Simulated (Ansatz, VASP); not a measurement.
# One calculation of Ag, two programs

```
Ag
1.0
     0.00000    2.05209    2.05209
     2.05209    0.00000    2.05209
     2.05209    2.05209    0.00000
Ag
1
Direct
  0.00000 0.00000 0.00000
```

Alike in both runs: functional r2SCAN; k mesh 18 × 18 × 18; occupations gaussian, width 0.1 eV; no spin polarisation.

Ansatz relaxed the structure, and its values are those at the end. VASP's run is a single point on that final structure, the one shown.

```csv
,VASP,Ansatz
version,VASP 6.6.1,Ansatz 0.2.0
potentials or method,"VASP PAW PBE potentials, release 64 (Ag), cutoff 520 eV","scalar-relativistic, plane waves, PAW"
valence electrons in the cell,11,19
```

```tsv
	VASP	Ansatz	Ansatz less VASP
gap on the k mesh at the Fermi level (eV)	none	none	-
pressure (GPa)	0.1	0.0	-0.13
```

VASP's potentials were made for PBE, not for r2SCAN. A gap of «none» marks a metal or a gap that the smearing closes. VASP's potentials hold 11 valence electrons a cell and Ansatz's 19, so a difference there can come from the potentials and not from the codes.
